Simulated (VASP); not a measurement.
# C (Fd-3m) in VASP: a series of runs

Aim: see how the results for C move with the level of theory and the settings. Levels: PBE, PBEsol. Tasks: single point.

All numbers are computed with VASP 6.6.1; they aren't measurements. Logs are shortened: lines on timing, memory, paths and dates and some standing lists are left out, and cuts for length are marked.

## Step 1: The cell of the first run

The structure is cubic, space group Fd-3m (No. 227). The conventional cell has a = 3.567 Å, b = 3.567 Å, c = 3.567 Å, α = 90.00°, β = 90.00°, γ = 90.00°. C (site symmetry -43m) has 4 C at 1.54 Å within 2.1 Å.

## Step 2: Single point, PBE

INCAR

```
SYSTEM = C
  ALGO = Normal
  EDIFF = 1E-6
  ENCUT = 520
  GGA = PE
  ISIF = 2
  ISMEAR = 0
  LASPH = .TRUE.
  LCHARG = .TRUE.
  LELF = .TRUE.
  LREAL = .FALSE.
  LVHAR = .TRUE.
  LWAVE = .FALSE.
  NBANDS = 11
  NELM = 80
  PREC = Accurate
  SIGMA = 0.023
```

KPOINTS

```
k-points
0
G
  13 13 13
  0 0 0
```

POSCAR

```
C
1.0
    0.0000000000      1.7833700000      1.7833700000
    1.7833700000      0.0000000000      1.7833700000
    1.7833700000      1.7833700000      0.0000000000
C
2
Direct
    0.7500000000      0.7500000000      0.7500000000
    0.5000000000      0.5000000000      0.5000000000
```

Potentials or basis: VASP PAW PBE potentials, release 64 (C).

Started as:

```console
$ cat potpaw_PBE.64/C/POTCAR > POTCAR
$ mpirun -np 1 vasp_std > vasp.out
```

OUTCAR:

```text
SYSTEM = C
   EDIFF = 1E-6
   ENCUT = 520
   GGA = PE
   ISIF = 2
   ISMEAR = 0
   LASPH = .TRUE.
   LREAL = .FALSE.
   NELM = 80
   PREC = Accurate

 ion  position               nearest neighbor table
   1  0.750  0.750  0.750-   2 1.54   2 1.54   2 1.54   2 1.54
   2  0.500  0.500  0.500-   1 1.54   1 1.54   1 1.54   1 1.54

  LATTYP: Found a face centered cubic cell.
 ALAT       =     3.5667400000

  Lattice vectors:

 A1 = (   0.0000000000,   1.7833700000,   1.7833700000)
 A2 = (   1.7833700000,   0.0000000000,   1.7833700000)
 A3 = (   1.7833700000,   1.7833700000,   0.0000000000)

Analysis of symmetry for initial positions (statically):
=====================================================================
 Subroutine PRICEL returns:
 Original cell was already a primitive cell.

 Routine SETGRP: Setting up the symmetry group for a
 face centered cubic supercell.

 Subroutine GETGRP returns: Found 48 space group operations
 (whereof 24 operations were pure point group operations)
 out of a pool of 48 trial point group operations.

The static configuration has the point symmetry T_d .
 The point group associated with its full space group is O_h .

Analysis of symmetry for dynamics (positions and initial velocities):
=====================================================================
 Subroutine PRICEL returns:
 Original cell was already a primitive cell.

 Routine SETGRP: Setting up the symmetry group for a
 face centered cubic supercell.

 Subroutine GETGRP returns: Found 48 space group operations
 (whereof 24 operations were pure point group operations)
 out of a pool of 48 trial point group operations.

The dynamic configuration has the point symmetry T_d .
 The point group associated with its full space group is O_h .

 Subroutine INISYM returns: Found 48 space group operations
 (whereof 24 operations are pure point group operations),
 and found     1 'primitive' translations

----------------------------------------------------------------------------------------

                                     Primitive cell

  volume of cell :      11.3437

  direct lattice vectors                    reciprocal lattice vectors
     0.000000000  1.783370000  1.783370000    -0.280368067  0.280368067  0.280368067
     1.783370000  0.000000000  1.783370000     0.280368067 -0.280368067  0.280368067
     1.783370000  1.783370000  0.000000000     0.280368067  0.280368067 -0.280368067

  length of vectors
[... 84 lines left out ...]
   EDIFFG = 0.1E-04   stopping-criterion for IOM
   NSW    =      0    number of steps for IOM
   IBRION =     -1    ionic relax: 0-MD 1-quasi-New 2-CG
   NFREE  =      0    steps in history (QN), initial steepest desc. (CG)
   ISIF   =      2    stress and relaxation
   ISYM   =      2    0-nonsym 1-usesym 2-fastsym
   POTIM  = 0.5000    time-step for ionic-motion
   TEBEG  =    0.0;   TEEND  =   0.0 temperature during run
   PSTRESS=    0.0 pullay stress
   NELECT =       8.0000    total number of electrons
   NUPDOWN=      -1.0000    fix difference up-down
   EMIN   =  10.00;   EMAX   =-10.00  energy-range for DOS
   EFERMI =   0.00;   METHOD = LEGACY
   ISMEAR =     0;   SIGMA  =   0.02  broadening in eV -4-tet -1-fermi 0-gaus
   EFERMI_NEDOS =   21; number of points for ismear=-14 and -15
   IALGO  =     38    algorithm
   IMIX   =      4    mixing-type and parameters
     AMIX     =   0.40;   BMIX     =  1.00
     AMIX_MAG =   1.60;   BMIX_MAG =  1.00
  volume/ion in A,a.u.               =       5.67        38.28
  Fermi-wavevector in a.u.,A,eV,Ry     =   1.457203  2.753714 28.891161  2.123440
  Thomas-Fermi vector in A             =   2.574032
   LORBIT       =      0    0 simple, 1 ext, 2 COOP (PROOUT), +10 PAW based schemes
   GGA     = PE    functional components
   LHFCALC =     F    Hartree Fock is set to
   AEXX    =    0.0000 exact exchange contribution
   IVDW    =     0    specifies the selected vdW correction
   LEPSILON=     F    determine dielectric tensor
   LRPA    =     F    only Hartree local field effects (RPA)
 non-spin polarized calculation
 Gauss-broadening in eV      SIGMA  =   0.02
  energy-cutoff  :      520.00
  volume of cell :       11.34
 maximum number of plane-waves:       322
   NGX =  9   NGY =  9   NGZ =  9

 number of electron       7.9999999 magnetization

 Free energy of the ion-electron system (eV)
  ---------------------------------------------------
  ext. energy  EPLUGINS =         0.00000000
  ---------------------------------------------------
  free energy    TOTEN  =       -18.18525573 eV

  energy without entropy =      -18.18525573  energy(sigma->0) =      -18.18525573

 E-fermi :   9.8941     XC(G=0): -13.2509

 val. band max:        9.7301062733   @ k =   0.0000   0.0000   0.0000
 cond. band min:      13.8718908178   @ k =   0.3846   0.3846   0.0000
 fundamental gap:      4.1417845445
 Fermi energy:         9.8941006824

 k-point     1 :       0.0000    0.0000    0.0000
  band No.  band energies     occupation
      1     -11.7473      2.00000
      2       9.7301      2.00000
      3       9.7301      2.00000
      4       9.7301      2.00000
      5      15.3200      0.00000
      6      15.3200      0.00000
      7      15.3200      0.00000
      8      23.0620      0.00000
      9      29.0239      0.00000
     10      36.2645      0.00000
     11      36.2645      0.00000
[... 309 lines left out ...]
 k-point    24 :       0.4615    0.1538    0.0000
  band No.  band energies     occupation
      1      -6.7339      2.00000
      2      -1.5075      2.00000
      3       5.2987      2.00000
      4       5.8280      2.00000
      5      16.8132      0.00000
      6      20.3145      0.00000
      7      20.6233      0.00000
      8      23.6483      0.00000
      9      30.3377      0.00000
     10      33.0166      0.00000
     11      36.8014      0.00000

 [... further k-points ...]
[... 5 lines left out ...]
  --------------------------------------------------------------------------------------
  -------------------------------------------------------------------------------------
  Total        0.1739825      0.1739825      0.1739825     -0.0000000     -0.0000000      0.0000000
  in kB       24.5732070     24.5732070     24.5732070     -0.0000000     -0.0000000      0.0000000
  external PRESSURE =      24.5732070 kB  Pullay stress =       0.0000000 kB

 VOLUME and BASIS-vectors are now :
 -----------------------------------------------------------------------------
  energy-cutoff  :      520.00
  volume of cell :       11.34
      direct lattice vectors                 reciprocal lattice vectors
     0.000000000  1.783370000  1.783370000    -0.280368067  0.280368067  0.280368067
     1.783370000  0.000000000  1.783370000     0.280368067 -0.280368067  0.280368067
     1.783370000  1.783370000  0.000000000     0.280368067  0.280368067 -0.280368067

 POSITION                                       TOTAL-FORCE (eV/Angst)
 -----------------------------------------------------------------------------------
      2.67505      2.67505      2.67505         0.000000      0.000000      0.000000
      1.78337      1.78337      1.78337        -0.000000     -0.000000     -0.000000
 -----------------------------------------------------------------------------------
    total drift:                                0.000000     -0.000000      0.000000

  FREE ENERGIE OF THE ION-ELECTRON SYSTEM (eV)
  ---------------------------------------------------
  free  energy   TOTEN  =       -18.1852557273 eV

  energy  without entropy=      -18.1852557273  energy(sigma->0) =      -18.18525573
```

Run time: 10 s. Hardware: 1 thread of Intel Xeon 8259CL, shared host; peak memory 0.12 GiB.

Results:

| Property | Result |
| --- | --- |
| Free energy | -18.1853 eV |
| Pressure | 2.5 GPa |
| Band gap on the k mesh | 4.14 eV, indirect (least direct gap 5.59 eV) |

A k mesh can miss the band edges. PBE gaps usually lie below the measured ones, often by a third to a half.

## Step 3: Single point, PBEsol

This run uses another cell than the first one, of 5.59 Å³/atom, 0.985 times its volume.

INCAR

```
SYSTEM = C
PREC = Accurate
ENCUT = 910
EDIFF = 1E-6
ISMEAR = -1
SIGMA = 0.05
LREAL = .False.
LASPH = .True.
NELM = 120
ALGO = Normal
ISIF = 2
LWAVE = .False.
LCHARG = .False.
GGA = PS
NBANDS = 11
GGA_COMPAT = .False.
```

KPOINTS

```
Automatic mesh
0
Gamma
  13 13 13
  0 0 0
```

POSCAR

```
C
1.0
    0.0000000000      1.7742973728      1.7742973728
    1.7742973728      0.0000000000      1.7742973728
    1.7742973728      1.7742973728      0.0000000000
C
2
Direct
    0.7500000000      0.7500000000      0.7500000000
    0.5000000000      0.5000000000      0.5000000000
```

Potentials or basis: VASP PAW PBE potentials, release 64 (C_h).

Started as:

```console
$ cat potpaw_PBE.64/C_h/POTCAR > POTCAR
$ mpirun -np 1 vasp_std > vasp.out
```

OUTCAR:

```text
SYSTEM = C
   PREC = Accurate
   ENCUT = 910
   EDIFF = 1E-6
   ISMEAR = -1
   LREAL = .False.
   LASPH = .True.
   NELM = 120
   ISIF = 2
   GGA = PS

 ion  position               nearest neighbor table
   1  0.750  0.750  0.750-
   2  0.500  0.500  0.500-

  LATTYP: Found a face centered cubic cell.
 ALAT       =     3.5485947456

  Lattice vectors:

 A1 = (   0.0000000000,   1.7742973728,   1.7742973728)
 A2 = (   1.7742973728,   0.0000000000,   1.7742973728)
 A3 = (   1.7742973728,   1.7742973728,   0.0000000000)

Analysis of symmetry for initial positions (statically):
=====================================================================
 Subroutine PRICEL returns:
 Original cell was already a primitive cell.

 Routine SETGRP: Setting up the symmetry group for a
 face centered cubic supercell.

 Subroutine GETGRP returns: Found 48 space group operations
 (whereof 24 operations were pure point group operations)
 out of a pool of 48 trial point group operations.

The static configuration has the point symmetry T_d .
 The point group associated with its full space group is O_h .

Analysis of symmetry for dynamics (positions and initial velocities):
=====================================================================
 Subroutine PRICEL returns:
 Original cell was already a primitive cell.

 Routine SETGRP: Setting up the symmetry group for a
 face centered cubic supercell.

 Subroutine GETGRP returns: Found 48 space group operations
 (whereof 24 operations were pure point group operations)
 out of a pool of 48 trial point group operations.

The dynamic configuration has the point symmetry T_d .
 The point group associated with its full space group is O_h .

 Subroutine INISYM returns: Found 48 space group operations
 (whereof 24 operations are pure point group operations),
 and found     1 'primitive' translations

----------------------------------------------------------------------------------------

                                     Primitive cell

  volume of cell :      11.1714

  direct lattice vectors                    reciprocal lattice vectors
     0.000000000  1.774297373  1.774297373    -0.281801691  0.281801691  0.281801691
     1.774297373  0.000000000  1.774297373     0.281801691 -0.281801691  0.281801691
     1.774297373  1.774297373  0.000000000     0.281801691  0.281801691 -0.281801691

  length of vectors
     2.509235408  2.509235408  2.509235408     0.488094846  0.488094846  0.488094846

  position of ions in fractional coordinates (direct lattice)
     0.750000000  0.750000000  0.750000000
     0.500000000  0.500000000  0.500000000

  ion indices of the primitive-cell ions
   primitive index   ion index
                 1           1
                 2           2

----------------------------------------------------------------------------------------

 KPOINTS: Automatic mesh

Automatic generation of k-mesh.
 Grid dimensions read from file:
 generate k-points for:   13   13   13

 Generating k-lattice:

  Cartesian coordinates                     Fractional coordinates (reciprocal lattice)
    -0.021677053  0.021677053  0.021677053     0.076923077  0.000000000  0.000000000
     0.021677053 -0.021677053  0.021677053     0.000000000  0.076923077  0.000000000
     0.021677053  0.021677053 -0.021677053     0.000000000  0.000000000  0.076923077

  Length of vectors
     0.037545757  0.037545757  0.037545757

  Shift w.r.t. Gamma in fractional coordinates (k-lattice)
     0.000000000  0.000000000  0.000000000

 Subroutine IBZKPT returns following result:
 ===========================================

 Found     84 irreducible k-points:

 Following reciprocal coordinates:
            Coordinates               Weight
  0.000000  0.000000  0.000000      1.000000
  0.076923  0.000000  0.000000      8.000000
  0.153846  0.000000  0.000000      8.000000
  0.230769  0.000000  0.000000      8.000000
  0.307692  0.000000  0.000000      8.000000
  0.384615  0.000000  0.000000      8.000000
[... 16 lines left out ...]
  0.384615  0.153846  0.000000     24.000000
  0.461538  0.153846  0.000000     24.000000
 [... further k-points ...]
   k-points           NKPTS =     84   k-points in BZ     NKDIM =     84   number of bands    NBANDS=     11
   number of dos      NEDOS =    301   number of ions     NIONS =      2
   total plane-waves  NPLWV =  21952
   dimension x,y,z NGX =    28 NGY =   28 NGZ =   28
   dimension x,y,z NGXF=    56 NGYF=   56 NGZF=   56
   ions per type =               2
   NGX,Y,Z   is equivalent  to a cutoff of  18.55, 18.55, 18.55 a.u.
   NGXF,Y,Z  is equivalent  to a cutoff of  37.10, 37.10, 37.10 a.u.
 SYSTEM =  C
   PREC   = accura    normal or accurate (medium, high low for compatibility)
   ISTART =      0    job   : 0-new  1-cont  2-samecut
   ICHARG =      2    charge: 1-file 2-atom 10-const
   ISPIN  =      1    spin polarized calculation?
   LNONCOLLINEAR =      F non collinear calculations
   LSORBIT =      F    spin-orbit coupling
   LASPH  =      T    aspherical Exc in radial PAW
   ENCUT  =  910.0 eV  66.88 Ry    8.18 a.u.   6.17  6.17  6.17*2*pi/ulx,y,z
   NELM   =    120;   NELMIN=  2; NELMDL= -5     # of ELM steps
   EDIFF  = 0.1E-05   stopping-criterion for ELM
   LREAL  =      F    real-space projection
   EDIFFG = 0.1E-04   stopping-criterion for IOM
   NSW    =      0    number of steps for IOM
   IBRION =     -1    ionic relax: 0-MD 1-quasi-New 2-CG
   NFREE  =      0    steps in history (QN), initial steepest desc. (CG)
   ISIF   =      2    stress and relaxation
   ISYM   =      2    0-nonsym 1-usesym 2-fastsym
   POTIM  = 0.5000    time-step for ionic-motion
   TEBEG  =    0.0;   TEEND  =   0.0 temperature during run
   PSTRESS=    0.0 pullay stress
   NELECT =       8.0000    total number of electrons
   NUPDOWN=      -1.0000    fix difference up-down
   EMIN   =  10.00;   EMAX   =-10.00  energy-range for DOS
   EFERMI =   0.00;   METHOD = LEGACY
   ISMEAR =    -1;   SIGMA  =   0.05  broadening in eV -4-tet -1-fermi 0-gaus
   EFERMI_NEDOS =   21; number of points for ismear=-14 and -15
   IALGO  =     38    algorithm
   IMIX   =      4    mixing-type and parameters
     AMIX     =   0.40;   BMIX     =  1.00
     AMIX_MAG =   1.60;   BMIX_MAG =  1.00
  volume/ion in A,a.u.               =       5.59        37.69
  Fermi-wavevector in a.u.,A,eV,Ry     =   1.464654  2.767795 29.187378  2.145212
  Thomas-Fermi vector in A             =   2.580604
   LORBIT       =      0    0 simple, 1 ext, 2 COOP (PROOUT), +10 PAW based schemes
   GGA     = PS    functional components
   LHFCALC =     F    Hartree Fock is set to
   AEXX    =    0.0000 exact exchange contribution
   IVDW    =     0    specifies the selected vdW correction
   LEPSILON=     F    determine dielectric tensor
   LRPA    =     F    only Hartree local field effects (RPA)
 non-spin polarized calculation
  energy-cutoff  :      910.00
  volume of cell :       11.17
 maximum number of plane-waves:       725
 NGX is ok and might be reduce to    28
   NGX = 13   NGY = 13   NGZ = 13

 number of electron       8.0000000 magnetization

 Free energy of the ion-electron system (eV)
  ---------------------------------------------------
  ext. energy  EPLUGINS =         0.00000000
  ---------------------------------------------------
  free energy    TOTEN  =       -19.27587493 eV

  energy without entropy =      -19.27587493  energy(sigma->0) =      -19.27587493

 E-fermi :  12.0242     XC(G=0): -13.6509

 val. band max:       11.1599950271   @ k =   0.0000   0.0000   0.0000
 cond. band min:      15.2101191505   @ k =   0.3846   0.3846   0.0000
 fundamental gap:      4.0501241234
 Fermi energy:        12.0242280510

 k-point     1 :       0.0000    0.0000    0.0000
  band No.  band energies     occupation
      1     -10.5655      2.00000
      2      11.1600      2.00000
      3      11.1600      2.00000
      4      11.1600      2.00000
      5      16.7471      0.00000
      6      16.7471      0.00000
      7      16.7471      0.00000
      8      24.8858      0.00000
      9      30.3215      0.00000
     10      37.7655      0.00000
     11      37.7655      0.00000
[... 309 lines left out ...]
 k-point    24 :       0.4615    0.1538    0.0000
  band No.  band energies     occupation
      1      -5.4680      2.00000
      2      -0.2520      2.00000
      3       6.6647      2.00000
      4       7.1784      2.00000
      5      18.1986      0.00000
      6      21.7950      0.00000
      7      22.2277      0.00000
      8      25.0925      0.00000
      9      31.7180      0.00000
     10      34.5915      0.00000
     11      38.2737      0.00000

 [... further k-points ...]
[... 5 lines left out ...]
  --------------------------------------------------------------------------------------
  -------------------------------------------------------------------------------------
  Total        0.1392071      0.1392071      0.1392071     -0.0000000     -0.0000000     -0.0000000
  in kB       19.9647025     19.9647025     19.9647025     -0.0000000     -0.0000000     -0.0000000
  external PRESSURE =      19.9647025 kB  Pullay stress =       0.0000000 kB

 VOLUME and BASIS-vectors are now :
 -----------------------------------------------------------------------------
  energy-cutoff  :      910.00
  volume of cell :       11.17
      direct lattice vectors                 reciprocal lattice vectors
     0.000000000  1.774297373  1.774297373    -0.281801691  0.281801691  0.281801691
     1.774297373  0.000000000  1.774297373     0.281801691 -0.281801691  0.281801691
     1.774297373  1.774297373  0.000000000     0.281801691  0.281801691 -0.281801691

 POSITION                                       TOTAL-FORCE (eV/Angst)
 -----------------------------------------------------------------------------------
      2.66145      2.66145      2.66145        -0.000000     -0.000000     -0.000000
      1.77430      1.77430      1.77430         0.000000      0.000000      0.000000
 -----------------------------------------------------------------------------------
    total drift:                                0.000000      0.000000     -0.000000

  FREE ENERGIE OF THE ION-ELECTRON SYSTEM (eV)
  ---------------------------------------------------
  free  energy   TOTEN  =       -19.2758749256 eV

  energy  without entropy=      -19.2758749256  energy(sigma->0) =      -19.27587493
```

Run time: 22 s. Hardware: 1 thread of Intel Xeon 6975P-C (Granite Rapids), shared host; peak memory 0.15 GiB.

What came out:

```yaml
Free_energy: -19.2759 eV
Pressure: 2.0 GPa
Band_gap_on_the_k_mesh: 4.05 eV, indirect (least direct gap 5.59 eV)
```

Caveat: the cutoff is under 1.25 times the usual one of these potentials, so pressure, stress and relaxed cells hold a basis-set (Pulay) error; the PAW data sets were made with another functional, which shifts forces and pressure a little.
